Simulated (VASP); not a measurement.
HfO2, 3 atoms in the cell. It takes space group Fm-3m (No. 225, cubic). The conventional cell has a = 5.115 Å, b = 5.115 Å, c = 5.115 Å, α = 90.00°, β = 90.00°, γ = 90.00°. Hf (site symmetry m-3m) has 8 O at 2.21 Å within 2.9 Å. Within 2.9 Å of O (site symmetry -43m) lie 4 Hf at 2.21 Å and 6 O at 2.56 Å. 

- Program: VASP 6.6.1
- Task: single point
- Functional: r2SCAN
- Dispersion: rVV10
- Potentials or basis: VASP PAW PBE potentials, release 64 (Hf_pv, O)
- Cutoff: 520 eV
- k mesh: 9 × 9 × 9
- Occupations: fermi-dirac, width 0.1 eV
- Spin: no spin polarisation
- Dipole correction: no
- Further INCAR settings: ALGO = Normal; EDIFF = 1e-06; NBANDS = 18

Potentials or basis: VASP PAW PBE potentials, release 64 (Hf_pv, O).

Command:

```console
$ cat potpaw_PBE.64/Hf_pv/POTCAR potpaw_PBE.64/O/POTCAR > POTCAR
$ cp INCAR.step1 INCAR
$ mpirun -np 1 vasp_std > vasp.out
$ cp INCAR.step2 INCAR
$ mpirun -np 1 vasp_std > vasp.out
```

Hardware: 1 thread of Intel(R) Xeon(R) 6975P-C (Granite Rapids) (shared host).

Question: How long does it take, and how much memory?

Answer: It took 53 s on 1 thread of Intel(R) Xeon(R) 6975P-C (Granite Rapids), on a shared host, peak memory 0.27 GiB. Counts: k points 35.
